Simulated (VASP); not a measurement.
A run of VASP 6.6.1:

The input INCAR:

```
SYSTEM = Sb
ALGO = Normal
EDIFF = 1E-7
ENCUT = 520
GGA = CA
ISIF = 2
ISMEAR = 0
LASPH = .TRUE.
LCHARG = .TRUE.
LELF = .TRUE.
LREAL = .FALSE.
LVHAR = .TRUE.
LWAVE = .FALSE.
NBANDS = 8
NELM = 100
PREC = Accurate
SIGMA = 0.15
```

Contents of KPOINTS:

```
k-points
0
G
  20 20 20
  0 0 0
```

File POSCAR:

```
Sb
1.0
    0.0000000000      2.6617637301      1.8818669572
    2.6617637301      0.0000000000      1.8818669572
    2.6617637301      2.6617637301      0.0000000000
Sb
1
Direct
    0.0000000000      0.0000000000      0.0000000000
```

Potentials or basis: VASP PAW LDA potentials, release 64 (Sb).

Run with:

```bash
$ cat potpaw_LDA.64/Sb/POTCAR > POTCAR
$ mpirun -np 1 vasp_std > vasp.out
```

Hardware: 1 thread of Intel(R) Xeon(R) Platinum 8488C (Sapphire Rapids), on a shared host.

Estimate the wall time of this run.

Wall time 49 s on 1 thread of Intel(R) Xeon(R) Platinum 8488C (Sapphire Rapids), on a shared host, peak memory 0.24 GiB. Counts: scf iterations 9, k points 641.
